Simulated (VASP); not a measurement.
# La (Fd-3m) in VASP: a series of runs

Runs on La. Level: revPBE. Tasks: single point, relaxation of cell and atoms.

Everything below comes from runs of VASP 6.6.1. Logs are shortened: lines on timing, memory, paths and dates and some standing lists are left out, and cuts for length are marked.

## (1) The cell of the first run

It takes space group Fd-3m (No. 227, cubic). The conventional cell has a = 6.995 Å, b = 6.995 Å, c = 6.995 Å, α = 90.00°, β = 90.00°, γ = 90.00°. Within 4.0 Å of La (site symmetry -43m) lie 4 La at 3.03 Å.

## (2) Single point, revPBE (volume scaled by 1.12)

Contents of INCAR:

```
SYSTEM = La
  ALGO = Normal
  EDIFF = 1E-6
  ENCUT = 520
  GGA = RE
  ISIF = 2
  ISMEAR = -1
  LASPH = .TRUE.
  LCHARG = .TRUE.
  LELF = .TRUE.
  LREAL = .FALSE.
  LVHAR = .TRUE.
  LWAVE = .FALSE.
  NBANDS = 18
  NELM = 80
  PREC = Accurate
  SIGMA = 0.1
```

Contents of KPOINTS:

```
k-points
0
G
  9 9 9
  0 0 0
```

Contents of POSCAR:

```
La
1.0
    0.0000000000      3.4972765909      3.4972765909
    3.4972765909      0.0000000000      3.4972765909
    3.4972765909      3.4972765909      0.0000000000
La
2
Direct
    0.1250000000      0.1250000000      0.1250000000
    0.8750000000      0.8750000000      0.8750000000
```

Potentials or basis: VASP PAW PBE potentials, release 64 (La).

Launch:

```
> cat potpaw_PBE.64/La/POTCAR > POTCAR
> mpirun -np 1 vasp_std > vasp.out
```

OUTCAR:

```text
SYSTEM = La
   EDIFF = 1E-6
   ENCUT = 520
   GGA = RE
   ISIF = 2
   ISMEAR = -1
   LASPH = .TRUE.
   LREAL = .FALSE.
   NELM = 80
   PREC = Accurate

 ion  position               nearest neighbor table
   1  0.125  0.125  0.125-   2 3.03   2 3.03   2 3.03   2 3.03
   2  0.875  0.875  0.875-   1 3.03   1 3.03   1 3.03   1 3.03

  LATTYP: Found a face centered cubic cell.
 ALAT       =     6.9945531818

  Lattice vectors:

 A1 = (   0.0000000000,   3.4972765909,   3.4972765909)
 A2 = (   3.4972765909,   0.0000000000,   3.4972765909)
 A3 = (   3.4972765909,   3.4972765909,   0.0000000000)

Analysis of symmetry for initial positions (statically):
=====================================================================
 Subroutine PRICEL returns:
 Original cell was already a primitive cell.

 Routine SETGRP: Setting up the symmetry group for a
 face centered cubic supercell.

 Subroutine GETGRP returns: Found 48 space group operations
 (whereof 12 operations were pure point group operations)
 out of a pool of 48 trial point group operations.

The static configuration has the point symmetry D_3d.
 The point group associated with its full space group is O_h .

Analysis of symmetry for dynamics (positions and initial velocities):
=====================================================================
 Subroutine PRICEL returns:
 Original cell was already a primitive cell.

 Routine SETGRP: Setting up the symmetry group for a
 face centered cubic supercell.

 Subroutine GETGRP returns: Found 48 space group operations
 (whereof 12 operations were pure point group operations)
 out of a pool of 48 trial point group operations.

The dynamic configuration has the point symmetry D_3d.
 The point group associated with its full space group is O_h .

 Subroutine INISYM returns: Found 48 space group operations
 (whereof 12 operations are pure point group operations),
 and found     1 'primitive' translations

----------------------------------------------------------------------------------------

                                     Primitive cell

  volume of cell :      85.5500

  direct lattice vectors                    reciprocal lattice vectors
     0.000000000  3.497276591  3.497276591    -0.142968389  0.142968389  0.142968389
     3.497276591  0.000000000  3.497276591     0.142968389 -0.142968389  0.142968389
     3.497276591  3.497276591  0.000000000     0.142968389  0.142968389 -0.142968389

  length of vectors
     4.945895986  4.945895986  4.945895986     0.247628514  0.247628514  0.247628514

  position of ions in fractional coordinates (direct lattice)
     0.125000000  0.125000000  0.125000000
     0.875000000  0.875000000  0.875000000

  ion indices of the primitive-cell ions
   primitive index   ion index
                 1           1
                 2           2

----------------------------------------------------------------------------------------

 KPOINTS: k-points

Automatic generation of k-mesh.
 Grid dimensions read from file:
 generate k-points for:    9    9    9

 Generating k-lattice:

  Cartesian coordinates                     Fractional coordinates (reciprocal lattice)
    -0.015885377  0.015885377  0.015885377     0.111111111  0.000000000  0.000000000
     0.015885377 -0.015885377  0.015885377     0.000000000  0.111111111  0.000000000
     0.015885377  0.015885377 -0.015885377     0.000000000  0.000000000  0.111111111

  Length of vectors
     0.027514279  0.027514279  0.027514279

  Shift w.r.t. Gamma in fractional coordinates (k-lattice)
     0.000000000  0.000000000  0.000000000

 Subroutine IBZKPT returns following result:
 ===========================================

 Found     35 irreducible k-points:

 Following reciprocal coordinates:
            Coordinates               Weight
  0.000000  0.000000  0.000000      1.000000
  0.111111  0.000000  0.000000      8.000000
  0.222222  0.000000  0.000000      8.000000
  0.333333  0.000000  0.000000      8.000000
  0.444444  0.000000  0.000000      8.000000
  0.111111  0.111111  0.000000      6.000000
[... 16 lines left out ...]
 -0.333333  0.333333  0.000000     12.000000
  0.444444  0.444444  0.000000      6.000000
 [... further k-points ...]
   k-points           NKPTS =     35   k-points in BZ     NKDIM =     35   number of bands    NBANDS=     18
   number of dos      NEDOS =    301   number of ions     NIONS =      2
   total plane-waves  NPLWV =  64000
   dimension x,y,z NGX =    40 NGY =   40 NGZ =   40
   dimension x,y,z NGXF=    80 NGYF=   80 NGZF=   80
   ions per type =               2
   NGX,Y,Z   is equivalent  to a cutoff of  13.45, 13.45, 13.45 a.u.
   NGXF,Y,Z  is equivalent  to a cutoff of  26.89, 26.89, 26.89 a.u.
 SYSTEM =  La
   PREC   = accura    normal or accurate (medium, high low for compatibility)
   ISTART =      0    job   : 0-new  1-cont  2-samecut
   ICHARG =      2    charge: 1-file 2-atom 10-const
   ISPIN  =      1    spin polarized calculation?
   LNONCOLLINEAR =      F non collinear calculations
   LSORBIT =      F    spin-orbit coupling
   LASPH  =      T    aspherical Exc in radial PAW
   ENCUT  =  520.0 eV  38.22 Ry    6.18 a.u.   9.20  9.20  9.20*2*pi/ulx,y,z
   NELM   =     80;   NELMIN=  2; NELMDL= -5     # of ELM steps
   EDIFF  = 0.1E-05   stopping-criterion for ELM
   LREAL  =      F    real-space projection
   EDIFFG = 0.1E-04   stopping-criterion for IOM
   NSW    =      0    number of steps for IOM
   IBRION =     -1    ionic relax: 0-MD 1-quasi-New 2-CG
   NFREE  =      0    steps in history (QN), initial steepest desc. (CG)
   ISIF   =      2    stress and relaxation
   ISYM   =      2    0-nonsym 1-usesym 2-fastsym
   POTIM  = 0.5000    time-step for ionic-motion
   TEBEG  =    0.0;   TEEND  =   0.0 temperature during run
   PSTRESS=    0.0 pullay stress
   NELECT =      22.0000    total number of electrons
   NUPDOWN=      -1.0000    fix difference up-down
   EMIN   =  10.00;   EMAX   =-10.00  energy-range for DOS
   EFERMI =   0.00;   METHOD = LEGACY
   ISMEAR =    -1;   SIGMA  =   0.10  broadening in eV -4-tet -1-fermi 0-gaus
   EFERMI_NEDOS =   21; number of points for ismear=-14 and -15
   IALGO  =     38    algorithm
   IMIX   =      4    mixing-type and parameters
     AMIX     =   0.40;   BMIX     =  1.00
     AMIX_MAG =   1.60;   BMIX_MAG =  1.00
  volume/ion in A,a.u.               =      42.77       288.66
  Fermi-wavevector in a.u.,A,eV,Ry     =   1.041060  1.967318 14.746074  1.083806
  Thomas-Fermi vector in A             =   2.175664
   LORBIT       =      0    0 simple, 1 ext, 2 COOP (PROOUT), +10 PAW based schemes
   GGA     = RE    functional components
   LHFCALC =     F    Hartree Fock is set to
   AEXX    =    0.0000 exact exchange contribution
   IVDW    =     0    specifies the selected vdW correction
   LEPSILON=     F    determine dielectric tensor
   LRPA    =     F    only Hartree local field effects (RPA)
 non-spin polarized calculation
  energy-cutoff  :      520.00
  volume of cell :       85.55
 maximum number of plane-waves:      2316
 NGX is ok and might be reduce to    40
   NGX = 19   NGY = 19   NGZ = 19

 number of electron      22.0000001 magnetization

 Free energy of the ion-electron system (eV)
  ---------------------------------------------------
  ext. energy  EPLUGINS =         0.00000000
  ---------------------------------------------------
  free energy    TOTEN  =        -7.04761018 eV

  energy without entropy =       -6.93666998  energy(sigma->0) =       -6.99214008

 E-fermi :   6.2789     XC(G=0):  -8.6916

 val. band max:        6.2781661259   @ k =   0.4444   0.3333   0.0000
 cond. band min:       6.2843924798   @ k =   0.4444   0.1111   0.0000
 fundamental gap:      0.0062263539
 Fermi energy:         6.2788725559

 k-point     1 :       0.0000    0.0000    0.0000
  band No.  band energies     occupation
      1     -27.2121      2.00000
      2     -26.0894      2.00000
      3     -11.3574      2.00000
      4     -11.3574      2.00000
      5     -11.3574      2.00000
      6      -9.7264      2.00000
[... 10 lines left out ...]
     17       7.7767      0.00000
     18       7.7769      0.00000

 k-point     2 :       0.1111    0.0000    0.0000
  band No.  band energies     occupation
      1     -27.1891      2.00000
      2     -26.1174      2.00000
      3     -11.3849      2.00000
      4     -11.3849      2.00000
      5     -11.3584      2.00000
      6      -9.7143      2.00000
[... 10 lines left out ...]
     17       7.7139      0.00000
     18       7.7877      0.00000

 k-point     3 :       0.2222    0.0000    0.0000
  band No.  band energies     occupation
      1     -27.1250      2.00000
      2     -26.1939      2.00000
      3     -11.4499      2.00000
      4     -11.4499      2.00000
      5     -11.3643      2.00000
      6      -9.6783      2.00000
[... 10 lines left out ...]
     17       7.7763      0.00000
     18       7.7893      0.00000

 k-point     4 :       0.3333    0.0000    0.0000
  band No.  band energies     occupation
      1     -27.0365      2.00000
      2     -26.2964      2.00000
      3     -11.5173      2.00000
      4     -11.5173      2.00000
      5     -11.3763      2.00000
      6      -9.6285      2.00000
[... 10 lines left out ...]
     17       7.8177      0.00000
     18       7.9886      0.00000

 k-point     5 :       0.4444    0.0000    0.0000
  band No.  band energies     occupation
      1     -26.9627      2.00000
      2     -26.3794      2.00000
      3     -11.5582      2.00000
      4     -11.5582      2.00000
      5     -11.3868      2.00000
      6      -9.5912      2.00000
[... 10 lines left out ...]
     17       7.9437      0.00000
     18       8.0477      0.00000

 k-point     6 :       0.1111    0.1111    0.0000
  band No.  band energies     occupation
      1     -27.1812      2.00000
      2     -26.1269      2.00000
      3     -11.4187      2.00000
      4     -11.4187      2.00000
      5     -11.3036      2.00000
      6      -9.7785      2.00000
[... 10 lines left out ...]
     17       7.6951      0.00000
     18       7.7502      0.00000

 k-point     7 :       0.2222    0.1111    0.0000
  band No.  band energies     occupation
      1     -27.1298      2.00000
      2     -26.1882      2.00000
      3     -11.4879      2.00000
      4     -11.4861      2.00000
      5     -11.2620      2.00000
      6      -9.8062      2.00000
[... 10 lines left out ...]
     17       7.7401      0.00000
     18       7.7603      0.00000

 k-point     8 :       0.3333    0.1111    0.0000
  band No.  band energies     occupation
      1     -27.0466      2.00000
      2     -26.2848      2.00000
      3     -11.5733      2.00000
      4     -11.5517      2.00000
      5     -11.2372      2.00000
      6      -9.7981      2.00000
[... 10 lines left out ...]
     17       7.7558      0.00000
     18       7.8120      0.00000
[... 229 lines left out ...]
     17       7.6442      0.00000
     18       7.8963      0.00000

 k-point    20 :       0.3333    0.3333    0.0000
  band No.  band energies     occupation
      1     -26.9512      2.00000
      2     -26.3920      2.00000
      3     -11.6855      2.00000
      4     -11.6855      2.00000
      5     -10.9287      2.00000
      6     -10.1380      2.00000
[... 10 lines left out ...]
     17       7.7756      0.00000
     18       7.9109      0.00000

 k-point    21 :       0.4444    0.3333    0.0000
  band No.  band energies     occupation
      1     -26.8615      2.00000
      2     -26.4895      2.00000
      3     -11.7485      2.00000
      4     -11.7219      2.00000
      5     -10.8097      2.00000
      6     -10.2382      2.00000
[... 10 lines left out ...]
     17       7.8333      0.00000
     18       7.8975      0.00000

 k-point    22 :      -0.4444    0.3333    0.0000
  band No.  band energies     occupation
      1     -26.7845      2.00000
      2     -26.5705      2.00000
      3     -11.8086      2.00000
      4     -11.7153      2.00000
      5     -10.7516      2.00000
      6     -10.2630      2.00000
[... 10 lines left out ...]
     17       7.8795      0.00000
     18       7.9782      0.00000

 k-point    23 :      -0.3333    0.3333    0.0000
  band No.  band energies     occupation
      1     -26.8163      2.00000
      2     -26.5373      2.00000
      3     -11.8257      2.00000
      4     -11.6682      2.00000
      5     -10.8533      2.00000
      6     -10.1376      2.00000
[... 10 lines left out ...]
     17       7.8128      0.00000
     18       7.9113      0.00000

 k-point    24 :       0.4444    0.4444    0.0000
  band No.  band energies     occupation
      1     -26.7747      2.00000
      2     -26.5807      2.00000
      3     -11.7619      2.00000
      4     -11.7619      2.00000
      5     -10.6655      2.00000
      6     -10.3933      2.00000
[... 10 lines left out ...]
     17       7.8407      0.00000
     18       7.9233      0.00000

 [... further k-points ...]

------------------------ aborting loop because EDIFF is reached ----------------------------------------

  FORCE on cell =-STRESS in cart. coord.  units (eV):
  Direction    XX          YY          ZZ          XY          YZ          ZX
  --------------------------------------------------------------------------------------
  -------------------------------------------------------------------------------------
  Total       -1.5056461     -1.5056461     -1.5056461     -0.0000000      0.0000000     -0.0000000
  in kB      -28.1976915    -28.1976915    -28.1976915     -0.0000000      0.0000000     -0.0000000
  external PRESSURE =     -28.1976915 kB  Pullay stress =       0.0000000 kB

 VOLUME and BASIS-vectors are now :
 -----------------------------------------------------------------------------
  energy-cutoff  :      520.00
  volume of cell :       85.55
      direct lattice vectors                 reciprocal lattice vectors
     0.000000000  3.497276591  3.497276591    -0.142968389  0.142968389  0.142968389
     3.497276591  0.000000000  3.497276591     0.142968389 -0.142968389  0.142968389
     3.497276591  3.497276591  0.000000000     0.142968389  0.142968389 -0.142968389

 POSITION                                       TOTAL-FORCE (eV/Angst)
 -----------------------------------------------------------------------------------
      0.87432      0.87432      0.87432         0.000000     -0.000000      0.000000
      6.12023      6.12023      6.12023        -0.000000      0.000000     -0.000000
 -----------------------------------------------------------------------------------
    total drift:                                0.000000      0.000000     -0.000000

  FREE ENERGIE OF THE ION-ELECTRON SYSTEM (eV)
  ---------------------------------------------------
  free  energy   TOTEN  =        -7.0476101775 eV

  energy  without entropy=       -6.9366699772  energy(sigma->0) =       -6.99214008
```

Wall time 39 s (1 thread of Intel Xeon 6975P-C (Granite Rapids), shared host); peak memory 0.27 GiB.

What came out:

```yaml
Free_energy: -7.0476 eV
Pressure: -2.8 GPa
Band_gap_on_the_k_mesh: zero (band 11 reaches 6.44 eV, above the bottom of band 12 at 5.99 eV)
```

Caveat: the cell differs from its parent crystal (volume scaled by 1.12); the PAW data sets were made with another functional, which shifts forces and pressure a little; spin-orbit coupling is left out, which moves the levels of the heavy elements.

## (3) Single point, revPBE

This run uses another cell than the first one, of 38.19 Å³/atom, 0.893 times its volume.

Contents of INCAR:

```
PREC = Accurate
ENCUT = 520
EDIFF = 1E-6
ISMEAR = -1
SIGMA = 0.1
LREAL = False
LASPH = True
NELM = 100
ALGO = Normal
ISIF = 2
LWAVE = False
LCHARG = False
GGA = RE
NBANDS = 18
```

Contents of KPOINTS:

```
Automatic mesh
0
Gamma
  13 13 13
```

Contents of POSCAR:

```
La
1.0
    0.0000000000      3.3676269268      3.3676269268
    3.3676269268      0.0000000000      3.3676269268
    3.3676269268      3.3676269268      0.0000000000
La
2
Direct
    0.1250000000      0.1250000000      0.1250000000
    0.8750000000      0.8750000000      0.8750000000
```

Potentials or basis: VASP PAW PBE potentials, release 64 (La).

Launch:

```
> cat potpaw_PBE.64/La/POTCAR > POTCAR
> mpirun -np 1 vasp_std > vasp.out
```

Run time: 59 s. Hardware: 1 thread of Intel Xeon 6975P-C (Granite Rapids), shared host; peak memory 0.28 GiB.

Results (log left out):

```yaml
Free_energy: -7.1440 eV
Pressure: -0.1 GPa
Band_gap_on_the_k_mesh: zero (band 11 reaches 7.37 eV, above the bottom of band 12 at 7.07 eV)
```

Levels at points of the mesh, in eV from the Fermi level:
| k point | band 7 | band 8 | band 9 | band 10 | band 11 | band 12 | band 13 | band 14 | band 15 | band 16 |
| --- | --- | --- | --- | --- | --- | --- | --- | --- | --- | --- |
| (0.00, 0.00, 0.00) | -15.72 | -15.72 | -2.36 | -0.70 | -0.70 | 0.89 | 0.89 | 0.89 | 1.53 | 1.62 |

Caveat: the PAW data sets were made with another functional, which shifts forces and pressure a little; spin-orbit coupling is left out, which moves the levels of the heavy elements.

[end of part 1 of 2]
